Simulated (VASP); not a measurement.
Set up this calculation in VASP 6.6.1, as the native input.

* Task: single point
* Functional: PBE
* Potentials or basis: VASP PAW PBE potentials, release 64 (Ti_sv)
* Cutoff: 520 eV
* k mesh: 22 × 22 × 22
* Occupations: gaussian, width 0.15 eV
* Spin: no spin polarisation
* Dipole correction: no
* Further INCAR settings: ALGO = Fast; EDIFF = 1e-07; NBANDS = 12

The structure of Ti lies in POSCAR:

```
Ti
1.0
   -1.5870362452      1.5870362452      1.9858584536
    1.5870362452     -1.5870362452      1.9858584536
    1.5870362452      1.5870362452     -1.9858584536
Ti
1
Direct
    0.0000000000      0.0000000000      0.0000000000
```

These files were run (other wordings do the same):

INCAR

```
ALGO     = Fast           # electronic algorithm
EDIFF    = 1E-7           # SCF threshold, eV
ENCUT    = 520            # plane-wave cutoff, eV
GGA      = PE             # functional
ISIF     = 2              # what is computed and relaxed
ISMEAR   = 0              # smearing method
LASPH    = T              # aspherical terms in the spheres
LCHARG   = T              # write CHGCAR
LELF     = T              # ELF
LREAL    = F              # projectors in reciprocal space
LVHAR    = T            
LWAVE    = F              # write WAVECAR
NBANDS   = 12             # bands
NELM     = 100            # most SCF steps
PREC     = Accurate       # precision mode
SIGMA    = 0.15           # smearing width, eV
```

KPOINTS

```
k-points
0
Gamma
  22 22 22
```

Potentials or basis: VASP PAW PBE potentials, release 64 (Ti_sv).

Launch:

```sh
$ cat potpaw_PBE.64/Ti_sv/POTCAR > POTCAR
$ mpirun -np 1 vasp_std > vasp.out
```

It gave:

| Quantity | Value |
| --- | --- |
| Pressure | -11.9 GPa |
| Band gap on the k mesh | zero (bands 6 and 7 overlap by 1.22 eV) |

Caveat: the cell stands under tension.

Run time: 110 s on 1 thread of Intel(R) Xeon(R) 6975P-C (Granite Rapids), with other jobs on the host, peak memory 0.3 GiB.
